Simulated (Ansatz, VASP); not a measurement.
# One calculation of Be2H3, two programs

File INCAR:

```
SYSTEM = Be2H3
ALGO     = Normal         ! electronic algorithm
EDIFF    = 1E-6           ! SCF threshold, eV
EDIFFG   = -0.04          ! ionic threshold
ENCUT    = 600            ! plane-wave cutoff, eV
GGA      = PE             ! functional
IBRION   = 2              ! ionic algorithm
ISIF     = 3              ! what is computed and relaxed
ISMEAR   = 0              ! smearing method
LASPH    = .True.         ! aspherical terms in the spheres
LCHARG   = .False.        ! write CHGCAR
LREAL    = .False.        ! projectors in reciprocal space
LWAVE    = .False.        ! write WAVECAR
NELM     = 80             ! most SCF steps
NSW      = 90             ! ionic steps
PREC     = Accurate       ! precision mode
SIGMA    = 0.1            ! smearing width, eV
```

File KPOINTS:

```
k-points
0
Gamma
  6 6 6
  0 0 0
```

File POSCAR:

```
Be2H3
1.0
    0.0000000000      2.7089368900      2.7089368900
    2.7089368900      0.0000000000      2.7089368900
    2.7089368900      2.7089368900      0.0000000000
Be H
4 6
Direct
    0.1250000000      0.1250000000      0.1250000000
    0.1250000000      0.1250000000      0.6250000000
    0.1250000000      0.6250000000      0.1250000000
    0.6250000000      0.1250000000      0.1250000000
    0.6250000000      0.6250000000      0.6250000000
    0.6250000000      0.6250000000      0.1250000000
    0.6250000000      0.1250000000      0.6250000000
    0.1250000000      0.6250000000      0.6250000000
    0.7500000000      0.7500000000      0.7500000000
    0.5000000000      0.5000000000      0.5000000000
```

Input for Ansatz:

```yaml
crystal:
  lattice:
    - [0.0, 2.70893689, 2.70893689]
    - [2.70893689, 0.0, 2.70893689]
    - [2.70893689, 2.70893689, 0.0]
  atoms:
    - { symbol: Be, position: [0.125, 0.125, 0.125] }
    - { symbol: Be, position: [0.125, 0.125, 0.625] }
    - { symbol: Be, position: [0.125, 0.625, 0.125] }
    - { symbol: Be, position: [0.625, 0.125, 0.125] }
    - { symbol: H, position: [0.625, 0.625, 0.625] }
    - { symbol: H, position: [0.625, 0.625, 0.125] }
    - { symbol: H, position: [0.625, 0.125, 0.625] }
    - { symbol: H, position: [0.125, 0.625, 0.625] }
    - { symbol: H, position: [0.75, 0.75, 0.75] }
    - { symbol: H, position: [0.5, 0.5, 0.5] }
basis:
  ecutwfc: 420
kpoints:
  mp_grid: { grid: [6, 6, 6] }
hamiltonian:
  xc: pbe
scf:
  occupations: { method: gaussian, width: 0.1 }
  lower_state_search: "off"
output:
  forces: true
  stress: true
  eigenvalues: true
relax:
  adjacent_minimum: "off"
  f_tol: 0.04
  max_steps: 70
  cell: { stress_tol: 0.4 }
```

Alike in both runs: task relaxation of cell and atoms; functional PBE; k mesh 6 × 6 × 6; occupations gaussian, width 0.1 eV; no spin polarisation.

```csv
,VASP,Ansatz
version,VASP 6.6.1,Ansatz 0.2.0
potentials or method,"VASP PAW PBE potentials, release 64 (Be, H), cutoff 600 eV","scalar-relativistic, plane waves, PAW"
valence electrons in the cell,14,14
```

|  | VASP | Ansatz | Ansatz less VASP |
| --- | --- | --- | --- |
| gap on the k mesh at the Fermi level, each at its own relaxed structure (eV) | none | none | - |
| relaxed volume (Å³/atom) | 5.60 | 5.63 | +0.032 |
| relaxed cell length with the largest relative difference (Å) | 4.294 | 4.303 | +0.0082 |

A gap of «none» marks a metal or a gap that the smearing closes.

Noted on VASP's run: the volume moved by over 15 % at a fixed basis, so the end points are rough.
